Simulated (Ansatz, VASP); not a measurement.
## Hf2NbO2: VASP beside Ansatz

```
Hf Nb O
1.0
    -1.80863    1.80863    5.83849
     1.80863   -1.80863    5.83849
     1.80863    1.80863   -5.83849
Hf Nb O
2 1 2
Direct
  0.14225 0.14225 0.00000
  0.85775 0.85775 0.00000
  0.50000 0.50000 0.00000
  0.64450 0.64450 0.00000
  0.35550 0.35550 0.00000
```

Change from the starting cell: species swapped into the Sr2RuN2 type (I4/mmm, No. 139).

Alike in both runs: task relaxation of cell and atoms; functional PBE; k mesh 6 × 6 × 6; occupations gaussian, width 0.2 eV; no spin polarisation.

|  | VASP | Ansatz |
| --- | --- | --- |
| version | VASP 6.6.1 | Ansatz 0.2.0 |
| potentials or method | VASP PAW PBE potentials, release 64 (Hf_pv, Nb_sv, O), cutoff 600 eV | scalar-relativistic, plane waves, PAW |
| valence electrons in the cell | 45 | 77 |

```tsv
	VASP	Ansatz	Ansatz less VASP
gap on the k mesh at the Fermi level, each at its own relaxed structure (eV)	none	none	-
relaxed volume (Å³/atom)	13.48	13.63	+0.149
relaxed cell length with the largest relative difference (Å)	7.021	7.055	+0.0338
```

A gap of «none» marks a metal or a gap that the smearing closes. VASP's potentials hold 45 valence electrons a cell and Ansatz's 77, so a difference there can come from the potentials and not from the codes.

The k mesh is coarse, so the values compare programs but aren't converged. Neither program's run includes spin-orbit coupling.
